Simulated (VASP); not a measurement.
# Br (Fd-3m) in VASP: further runs

Br is run at these levels: PBE; tasks: relaxation of cell and atoms.

Program: VASP 6.6.1. These are calculated values, not measurements. Logs are shortened: lines on timing, memory, paths and dates and some standing lists are left out, and cuts for length are marked.

### Step 1. The cell of the first run

Symmetry: Fd-3m, No. 227, cubic system. Conventional cell: a = 6.480 Å, b = 6.480 Å, c = 6.480 Å, α = 90.00°, β = 90.00°, γ = 90.00°. Br (site symmetry -43m) has 4 Br at 2.81 Å within 3.7 Å.

### Step 2. Relaxation of cell and atoms, PBE, target pressure 40 GPa, at which the enthalpy is minimised

File INCAR:

```
SYSTEM = Br
PREC = Accurate
ENCUT = 500
EDIFF = 1E-7
ISMEAR = -1
SIGMA = 0.01
LREAL = .FALSE.
LASPH = .TRUE.
NELM = 120
ALGO = Normal
ISIF = 3
LWAVE = .FALSE.
LCHARG = .FALSE.
GGA = PE
IBRION = 2
NSW = 80
EDIFFG = -0.03
PSTRESS = 400.0
GGA_COMPAT = .FALSE.
NELMIN = 4
```

File KPOINTS:

```
regular mesh
0
G
  6 6 6
  0 0 0
```

File POSCAR:

```
Br
1.0
    0.0000000000      3.2400000000      3.2400000000
    3.2400000000      0.0000000000      3.2400000000
    3.2400000000      3.2400000000      0.0000000000
Br
2
Direct
    1.0000000000      1.0000000000      1.0000000000
    0.2500000000      0.2500000000      0.2500000000
```

Potentials or basis: VASP PAW PBE potentials, release 64 (Br).

Launch:

```console
> cat potpaw_PBE.64/Br/POTCAR > POTCAR
> mpirun -np 1 vasp_std > vasp.out
```

OUTCAR:

```text
SYSTEM = Br
   PREC = Accurate
   ENCUT = 500
   EDIFF = 1E-7
   ISMEAR = -1
   LREAL = .FALSE.
   LASPH = .TRUE.
   NELM = 120
   ISIF = 3
   GGA = PE
   IBRION = 2
   NSW = 80
   EDIFFG = -0.03
   PSTRESS = 400.0
   NELMIN = 4

 ion  position               nearest neighbor table
   1  0.000  0.000  0.000-
   2  0.250  0.250  0.250-

  LATTYP: Found a face centered cubic cell.
 ALAT       =     6.4800000000

  Lattice vectors:

 A1 = (   0.0000000000,   3.2400000000,   3.2400000000)
 A2 = (   3.2400000000,   0.0000000000,   3.2400000000)
 A3 = (   3.2400000000,   3.2400000000,   0.0000000000)

Analysis of symmetry for initial positions (statically):
=====================================================================
 Subroutine PRICEL returns:
 Original cell was already a primitive cell.

 Routine SETGRP: Setting up the symmetry group for a
 face centered cubic supercell.

 Subroutine GETGRP returns: Found 48 space group operations
 (whereof 24 operations were pure point group operations)
 out of a pool of 48 trial point group operations.

The static configuration has the point symmetry T_d .
 The point group associated with its full space group is O_h .

Analysis of symmetry for dynamics (positions and initial velocities):
=====================================================================
 Subroutine PRICEL returns:
 Original cell was already a primitive cell.

 Routine SETGRP: Setting up the symmetry group for a
 face centered cubic supercell.

 Subroutine GETGRP returns: Found 48 space group operations
 (whereof 24 operations were pure point group operations)
 out of a pool of 48 trial point group operations.

The dynamic configuration has the point symmetry T_d .
 The point group associated with its full space group is O_h .

 Subroutine INISYM returns: Found 48 space group operations
 (whereof 24 operations are pure point group operations),
 and found     1 'primitive' translations

----------------------------------------------------------------------------------------

                                     Primitive cell

  volume of cell :      68.0244

  direct lattice vectors                    reciprocal lattice vectors
     0.000000000  3.240000000  3.240000000    -0.154320988  0.154320988  0.154320988
     3.240000000  0.000000000  3.240000000     0.154320988 -0.154320988  0.154320988
     3.240000000  3.240000000  0.000000000     0.154320988  0.154320988 -0.154320988

  length of vectors
     4.582051942  4.582051942  4.582051942     0.267291791  0.267291791  0.267291791

[... 81 lines left out ...]
   PSTRESS=  400.0 pullay stress
   NELECT =      14.0000    total number of electrons
   NUPDOWN=      -1.0000    fix difference up-down
   EMIN   =  10.00;   EMAX   =-10.00  energy-range for DOS
   EFERMI =   0.00;   METHOD = LEGACY
   ISMEAR =    -1;   SIGMA  =   0.01  broadening in eV -4-tet -1-fermi 0-gaus
   EFERMI_NEDOS =   21; number of points for ismear=-14 and -15
   IALGO  =     38    algorithm
   IMIX   =      4    mixing-type and parameters
     AMIX     =   0.40;   BMIX     =  1.00
     AMIX_MAG =   1.60;   BMIX_MAG =  1.00
  volume/ion in A,a.u.               =      34.01       229.53
  Fermi-wavevector in a.u.,A,eV,Ry     =   0.966561  1.826535 12.711103  0.934240
  Thomas-Fermi vector in A             =   2.096373
   LORBIT       =      0    0 simple, 1 ext, 2 COOP (PROOUT), +10 PAW based schemes
   GGA     = PE    functional components
   LHFCALC =     F    Hartree Fock is set to
   AEXX    =    0.0000 exact exchange contribution
   IVDW    =     0    specifies the selected vdW correction
   LEPSILON=     F    determine dielectric tensor
   LRPA    =     F    only Hartree local field effects (RPA)
 conjugate gradient relaxation of ions
 non-spin polarized calculation
  energy-cutoff  :      500.00
  volume of cell :       68.02
 maximum number of plane-waves:      1759
 NGX is ok and might be reduce to    36
   NGX = 17   NGY = 17   NGZ = 17

--------------------------------------- Ionic step        1  -------------------------------------------

 number of electron      14.0000002 magnetization

 Free energy of the ion-electron system (eV)
  ---------------------------------------------------
  ext. energy  EPLUGINS =         0.00000000
  ---------------------------------------------------
  free energy    TOTEN  =        -1.72449159 eV

  energy without entropy =       -1.72258931  energy(sigma->0) =       -1.72354045

------------------------ aborting loop because EDIFF is reached ----------------------------------------

  FORCE on cell =-STRESS in cart. coord.  units (eV):
  Direction    XX          YY          ZZ          XY          YZ          ZX
  --------------------------------------------------------------------------------------
  -------------------------------------------------------------------------------------
  Total        2.6990626      2.6990626      2.6990626      0.0000000      0.0000000      0.0000000
  in kB       63.5709225     63.5709225     63.5709225      0.0000000      0.0000000      0.0000000
  external PRESSURE =    -336.4290775 kB  Pullay stress =     400.0000000 kB
[... 25 lines left out ...]
--------------------------------------- Ionic step        2  -------------------------------------------

 number of electron      14.0000000 magnetization

 E-fermi :  20.7025     XC(G=0): -14.2053

 val. band max:       20.4799795939   @ k =  -0.3333   0.3333   0.1667
 cond. band min:      20.7025039424   @ k =  -0.3333   0.3333   0.0000
 fundamental gap:      0.2225243485
 Fermi energy:        20.7025012379

 k-point     1 :       0.0000    0.0000    0.0000
  band No.  band energies     occupation
      1     -12.3952      2.00000
      2       8.4863      2.00000
      3       8.4863      2.00000
      4       8.4863      2.00000
      5      13.7908      2.00000
      6      13.7908      2.00000
      7      13.7908      2.00000
      8      14.3260      2.00000
      9      23.2095      0.00000
     10      24.5426      0.00000
     11      24.5426      0.00000
[... 321 lines left out ...]
--------------------------------------- Ionic step        5  -------------------------------------------

 number of electron      13.9999999 magnetization

 Free energy of the ion-electron system (eV)
  ---------------------------------------------------
  ext. energy  EPLUGINS =         0.00000000
  ---------------------------------------------------
  free energy    TOTEN  =         0.85616419 eV

  energy without entropy =        0.85958307  energy(sigma->0) =        0.85787363

 E-fermi :   5.0644     XC(G=0):  -9.4818

 val. band max:        5.0554267536   @ k =   0.5000   0.3333   0.1667
 cond. band min:       5.0973913173   @ k =  -0.3333   0.3333   0.1667
 fundamental gap:      0.0419645637
 Fermi energy:         5.0644349565

 k-point     1 :       0.0000    0.0000    0.0000
  band No.  band energies     occupation
      1     -14.7467      2.00000
      2      -7.6651      2.00000
      3      -0.9208      2.00000
      4      -0.9208      2.00000
      5      -0.9208      2.00000
      6       2.4763      2.00000
      7       2.4763      2.00000
      8       2.4763      2.00000
      9       9.2001      0.00000
     10      12.3240      0.00000
     11      12.3240      0.00000
[... 241 lines left out ...]
  energy  without entropy=        0.8595830686  energy(sigma->0) =        0.85787363

  enthalpy is  TOTEN    =        12.3485863684 eV   P V=       11.4924221753

 reached required accuracy - stopping structural energy minimisation
```

CONTCAR:

```text
Br
   1.00000000000000
    -0.0000000000000000    2.8445313351704895    2.8445313351704895
     2.8445313351704895    0.0000000000000000    2.8445313351704895
     2.8445313351704895    2.8445313351704895   -0.0000000000000000
  Br
     2
Direct
     0.0000000000000000    0.0000000000000000    0.0000000000000000
     0.2500000000000000    0.2500000000000000    0.2500000000000000

  0.00000000E+00  0.00000000E+00  0.00000000E+00
  0.00000000E+00  0.00000000E+00  0.00000000E+00
```

Run time: 34 s. Hardware: 1 thread of Intel Xeon 6975P-C (Granite Rapids), shared host; peak memory 0.21 GiB.

Results:

* Free energy: 0.8562 eV
* Relaxed volume: 23.02 Å³/atom
* Relaxed cell: a = 4.023 Å, b = 4.023 Å, c = 4.023 Å, α = 60.00°, β = 60.00°, γ = 60.00°
* Space group after relaxing (to 0.1 Å): Fd-3m (No. 227)
* Energy change on relaxing (the run minimises the enthalpy): +1290.3 meV/atom
* Ionic steps: 5
* Pressure after relaxing: 39.8 GPa
* Band gap on the k mesh: zero (bands 7 and 8 overlap by 3.84 eV)

Step by step:
```tsv
step	energy change (eV)	largest force (eV/Å)	pressure (GPa)	volume (Å³)
1	0.0000	0.0000	6.36	68.02
2	31.1926	0.0000	564.44	19.16
3	1.6606	0.0000	28.52	50.38
4	2.0952	0.0000	33.99	48.14
5	2.5807	0.0000	39.80	46.03
```

Final structure:
```
Br
1.0
     0.00000    2.84453    2.84453
     2.84453    0.00000    2.84453
     2.84453    2.84453    0.00000
Br
2
Direct
  0.00000 0.00000 0.00000
  0.25000 0.25000 0.25000
```

Levels at points of the mesh, in eV from the Fermi level:
```csv
k point,band 3,band 4,band 5,band 6,band 7,band 8,band 9,band 10,band 11
"(0.00, 0.00, 0.00)",-5.99,-5.99,-5.99,-2.59,-2.59,-2.59,4.14,7.26,7.26
"(0.50, 0.00, 0.00)",-6.86,-6.86,-6.51,-1.23,-1.23,0.81,6.72,6.94,7.94
"(0.50, 0.50, 0.00)",-7.81,-7.81,-3.86,-3.86,1.25,1.25,5.98,5.98,9.84
```

Caveat: the cell is relaxed towards a set pressure, so the run minimises the enthalpy, not the energy; the volume moved by over 15 % at a fixed basis, so the end points are rough.

### Step 3. Relaxation of cell and atoms, PBE, target pressure 60 GPa, at which the enthalpy is minimised

File INCAR:

```
SYSTEM = Br
ALGO = Normal ; EDIFF = 1E-7
EDIFFG = -0.03 ; ENCUT = 500
GGA = PE ; GGA_COMPAT = .FALSE.
IBRION = 2 ; ISIF = 3
ISMEAR = -1 ; LASPH = .TRUE.
LCHARG = .FALSE. ; LREAL = .FALSE.
LWAVE = .FALSE. ; NELM = 120
NELMIN = 4 ; NSW = 80
PREC = Accurate ; PSTRESS = 600.0
SIGMA = 0.01
```

File KPOINTS:

```
k-points
0
G
  6 6 6
  0 0 0
```

POSCAR is that of step 2.

Potentials or basis: VASP PAW PBE potentials, release 64 (Br).

Launch:

```console
> cat potpaw_PBE.64/Br/POTCAR > POTCAR
> mpirun -np 1 vasp_std > vasp.out
```

Run time: 43 s. Hardware: 1 thread of Intel Xeon 6975P-C (Granite Rapids), shared host; peak memory 0.25 GiB.

The run converged. Its results:

- Free energy: 2.4669 eV
- Relaxed volume: 20.38 Å³/atom
- Relaxed cell: a = 3.863 Å, b = 3.863 Å, c = 3.863 Å, α = 60.00°, β = 60.00°, γ = 60.00°
- Space group after relaxing (to 0.1 Å): Fd-3m (No. 227)
- Energy change on relaxing (the run minimises the enthalpy): +2095.7 meV/atom
- Ionic steps: 7
- Pressure after relaxing: 60.0 GPa
- Band gap on the k mesh: zero (bands 7 and 8 overlap by 4.67 eV)

The path:
| step | energy change (eV) | largest force (eV/Å) | pressure (GPa) | volume (Å³) |
| --- | --- | --- | --- | --- |
| 1 | 0.0000 | 0.0000 | 6.36 | 68.02 |
| 2 | 295.8815 | 0.0000 | 13792.39 | 6.22 |
| 3 | 0.2217 | 0.0000 | 9.60 | 63.54 |
| 4 | 0.4775 | 0.0000 | 13.11 | 59.90 |
| 5 | 5.1356 | 0.0000 | 72.47 | 38.47 |
| 6 | 4.0268 | 0.0000 | 57.83 | 41.21 |
| 7 | 4.1914 | 0.0000 | 59.97 | 40.77 |

Final structure:
```
CELL_PARAMETERS angstrom
0.00000 2.73165 2.73165
2.73165 0.00000 2.73165
2.73165 2.73165 0.00000
ATOMIC_POSITIONS crystal
Br 0.00000 0.00000 0.00000
Br 0.25000 0.25000 0.25000
```

Levels at points of the mesh, in eV from the Fermi level:
| k point | band 4 | band 5 | band 6 | band 7 | band 8 | band 9 | band 10 | band 11 |
| --- | --- | --- | --- | --- | --- | --- | --- | --- |
| (0.00, 0.00, 0.00) | -6.81 | -6.81 | -3.08 | -3.08 | -3.08 | 3.87 | 6.80 | 6.80 |
| (0.50, 0.00, 0.00) | -7.81 | -7.14 | -1.55 | -1.55 | 1.29 | 6.56 | 6.66 | 7.80 |
| (0.50, 0.50, 0.00) | -8.93 | -4.37 | -4.37 | 1.59 | 1.59 | 5.96 | 5.96 | 9.65 |

Caveat: the cell is relaxed towards a set pressure, so the run minimises the enthalpy, not the energy; the volume moved by over 15 % at a fixed basis, so the end points are rough.
